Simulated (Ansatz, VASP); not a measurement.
## HfB2 in VASP and in Ansatz

Contents of INCAR:

```
SYSTEM = HfB2
ALGO = Normal
EDIFF = 1E-6
ENCUT = 520
GGA = PS
ISIF = 2
ISMEAR = -1
LASPH = .TRUE.
LCHARG = .TRUE.
LELF = .TRUE.
LREAL = .FALSE.
LVHAR = .TRUE.
LWAVE = .FALSE.
NBANDS = 15
NELM = 80
PREC = Accurate
SIGMA = 0.05
```

The input KPOINTS:

```
k-points
0
G
  13 13 11
  0 0 0
```

POSCAR

```
HfB2
1.0
    3.1400001005      0.0000000000      0.0000000000
   -1.5700000503      2.7193198549      0.0000000000
    0.0000000000      0.0000000000      3.5148000000
Hf B
1 2
Direct
    0.0000000000      0.0000000000      0.0000000000
    0.3333333333      0.6666666667      0.5000000000
    0.6666666667      0.3333333333      0.5000000000
```

Input for Ansatz:

```yaml
crystal:
  lattice:
    - [3.1400001005, 0.0, 0.0]
    - [-1.5700000503, 2.7193198549, 0.0]
    - [0.0, 0.0, 3.5148]
  atoms:
    - { symbol: Hf, position: [0.0, 0.0, 0.0] }
    - { symbol: B, position: [0.3333333333, 0.6666666667, 0.5] }
    - { symbol: B, position: [0.6666666667, 0.3333333333, 0.5] }
kpoints:
  mp_grid: { grid: [13, 13, 11] }
  band_path:
    path:
      - [0.0, 0.0, 0.0]
      - [0.5, 0.0, 0.0]
      - [0.3333333333, 0.3333333333, 0.0]
      - [0.0, 0.0, 0.0]
      - [0.0, 0.0, 0.5]
      - [0.5, 0.0, 0.5]
      - [0.3333333333, 0.3333333333, 0.5]
      - [0.0, 0.0, 0.5]
      - [0.5, 0.0, 0.5]
    npoints: 5
scf:
  occupations: { method: fermi_dirac, width: 0.05 }
hamiltonian:
  xc: pbesol
  pseudopotentials: { kind: all_electron, lapw: { basis_error: 0.0005 } }
output:
  forces: true
  stress: true
  eigenvalues: true
```

Change from the starting cell: zz strain of +1 %.

Alike in both runs: task single point; functional PBEsol; k mesh 13 × 13 × 11; occupations fermi-dirac, width 0.05 eV; no spin polarisation.

```csv
,VASP,Ansatz
version,VASP 6.6.1,Ansatz 0.2.0
potentials or method,"VASP PAW PBE potentials, release 64 (Hf_pv, B), cutoff 520 eV","all-electron LAPW, scalar-relativistic"
```

```tsv
	VASP	Ansatz	Ansatz less VASP
pressure (GPa)	-6.7	-6.5	+0.22
traceless stress, the component that is largest in VASP (GPa)	-2.90	-2.99	-0.086
```

VASP's potentials were made for PBE, not for PBEsol. Ansatz ran all-electron here, and VASP with PAW potentials.

Spin-orbit coupling is off throughout.
